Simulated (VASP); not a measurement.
Write the native input for VASP 6.6.1 that does the following.

```yaml
Task: relaxation of cell and atoms
Functional: LDA
Potentials_or_basis: VASP PAW LDA potentials, release 64 (Ta_pv)
Cutoff: 600 eV
k_mesh: 20 × 20 × 20
Occupations: fermi-dirac, width 0.15 eV
Spin: no spin polarisation
Target_pressure: 11 GPa
Dipole_correction: no
Further_INCAR_settings: ALGO = Fast; EDIFF = 1e-06; IBRION = 2; EDIFFG = -0.001; NSW = 80; ISIF = 3
```

The structure of Ta lies in POSCAR:

```
Ta
1.0
   -1.6158551899      1.6158551899      1.6158551899
    1.6158551899     -1.6158551899      1.6158551899
    1.6158551899      1.6158551899     -1.6158551899
Ta
1
Direct
    0.0000000000      0.0000000000      0.0000000000
```

These files were run (other wordings do the same):

INCAR

```
  ALGO = Fast
  EDIFF = 1E-6
  EDIFFG = -0.001
  ENCUT = 600
  GGA = CA
  IBRION = 2
  ISIF = 3
  ISMEAR = -1
  LASPH = True
  LCHARG = False
  LREAL = False
  LWAVE = False
  NELM = 100
  NSW = 80
  PREC = Accurate
  PSTRESS = 110.0
  SIGMA = 0.15
```

KPOINTS

```
k-points
0
Gamma
  20 20 20
```

Potentials or basis: VASP PAW LDA potentials, release 64 (Ta_pv).

Run with:

```sh
$ cat potpaw_LDA.64/Ta_pv/POTCAR > POTCAR
$ mpirun -np 1 vasp_std > vasp.out
```

Results of the run:

- Relaxed volume: 16.53 Å³/atom
- Relaxed cell: a = 2.780 Å, b = 2.780 Å, c = 2.780 Å, α = 109.47°, β = 109.47°, γ = 109.47°
- Space group after relaxing (to 0.05 Å): Im-3m (No. 229)
- Energy change on relaxing (the enthalpy is what falls): +18.0 meV/atom
- Ionic steps: 4
- Pressure after relaxing: 11.0 GPa

Caveat: the cell is relaxed towards a set pressure, so the enthalpy falls and the energy may rise.

It took 86 s on 1 thread of Intel Xeon 6975P-C (shared host), peak memory 0.19 GiB.
